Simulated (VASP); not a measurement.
Input of a VASP 6.6.1 run:

File INCAR:

```
SYSTEM = Te2Mo
PREC     = Accurate       ! precision mode
ENCUT    = 520            ! plane-wave cutoff, eV
EDIFF    = 1E-6           ! SCF threshold, eV
ISMEAR   = 0              ! smearing method
SIGMA    = 0.02           ! smearing width, eV
LREAL    = .False.        ! projectors in reciprocal space
LASPH    = .True.         ! aspherical terms in the spheres
NELM     = 60             ! most SCF steps
ALGO     = Normal         ! electronic algorithm
ISIF     = 2              ! what is computed and relaxed
LWAVE    = .False.        ! write WAVECAR
LCHARG   = .True.         ! write CHGCAR
GGA      = PE             ! functional
IVDW     = 12             ! dispersion correction
LELF     = .True.         ! ELF
LVHAR    = .True.       
NBANDS   = 35             ! bands
```

Contents of KPOINTS:

```
regular mesh
0
Gamma
  12 12 2
  0 0 0
```

File POSCAR:

```
Te2Mo
1.0
    3.5326884562      0.0000000000      0.0000000000
   -1.7663442281      3.0593979467      0.0000000000
    0.0000000000      0.0000000000     14.2260732509
Te Mo
4 2
Direct
    0.3333333333      0.6666666667      0.6226378387
    0.6666666667      0.3333333333      0.1226378387
    0.3333333333      0.6666666667      0.8773621613
    0.6666666667      0.3333333333      0.3773621613
    0.3333333333      0.6666666667      0.2500000000
    0.6666666667      0.3333333333      0.7500000000
```

Potentials or basis: VASP PAW PBE potentials, release 64 (Te, Mo_sv).

Command:

```sh
$ cat potpaw_PBE.64/Te/POTCAR potpaw_PBE.64/Mo_sv/POTCAR > POTCAR
$ mpirun -np 1 vasp_std > vasp.out
```

(1) Predict the largest force.

(2) Estimate the band gap on the k mesh.

(3) Estimate the pressure.

(4) Predict the dispersion energy per atom.

Results:

(1) 0.014 eV/Å.

(2) 0.83 eV (least direct gap 1.03 eV).

(3) -1.9 GPa.

(4) -0.523 eV.

Caveat: spin-orbit coupling is left out, which moves the levels of the heavy elements.
